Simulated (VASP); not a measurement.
Set up this calculation in VASP 6.6.1, as the native input.

* Task: single point
* Functional: PBE
* Potentials or basis: VASP PAW PBE potentials, release 64 (C, O)
* Cutoff: 520 eV
* k mesh: 3 × 3 × 3
* Occupations: fermi-dirac, width 0.05 eV
* Spin: no spin polarisation
* Dipole correction: no
* Further INCAR settings: ALGO = Normal; EDIFF = 1e-07; NBANDS = 30

The structure of CO lies in POSCAR:

```
CO
1.0
    5.6300000000      0.0000000000      0.0000000000
    0.0000000000      5.6300000000      0.0000000000
    0.0000000000      0.0000000000      5.6300000000
C O
4 4
Direct
    0.9403007105      0.9737722913      0.9627472469
    0.5330975133      0.0442978686      0.4162865009
    0.4284108348      0.5263019538      0.0601460036
    0.0543332149      0.4979412078      0.5595776199
    0.0793031972      0.0597630551      0.0620241563
    0.4489847247      0.9276690941      0.5398509769
    0.5542559503      0.4177737123      0.9825891652
    0.9503815275      0.5630282416      0.4164687389
```

The input as run:

INCAR

```
ALGO     = Normal         # electronic algorithm
EDIFF    = 1E-7           # SCF threshold, eV
ENCUT    = 520            # plane-wave cutoff, eV
GGA      = PE             # functional
ISIF     = 2              # what is computed and relaxed
ISMEAR   = -1             # smearing method
LASPH    = T              # aspherical terms in the spheres
LCHARG   = F              # write CHGCAR
LREAL    = F              # projectors in reciprocal space
LWAVE    = F              # write WAVECAR
NBANDS   = 30             # bands
NELM     = 100            # most SCF steps
PREC     = Accurate       # precision mode
SIGMA    = 0.05           # smearing width, eV
```

KPOINTS

```
k-points
0
Gamma
  3 3 3
```

Potentials or basis: VASP PAW PBE potentials, release 64 (C, O).

Run with:

```bash
$ cat potpaw_PBE.64/C/POTCAR potpaw_PBE.64/O/POTCAR > POTCAR
$ mpirun -np 1 vasp_std > vasp.out
```

Results of the run:

```
Pressure               : 16.9 GPa
Largest force          : 18.800 eV/Å
Band gap on the k mesh : 6.25 eV (least direct gap 6.28 eV)
```

Caveat: the stress differs along the axes, from 14 to 19 GPa; this functional lacks dispersion, which holds the molecules together, so the pressure and a relaxed volume are unreliable; forces of over 1 eV/Å act on the atoms, so gaps and moduli don't describe the material at rest.

Wall time 40 s on 1 thread of Intel(R) Xeon(R) 6975P-C (Granite Rapids), with other jobs on the host, peak memory 0.27 GiB.
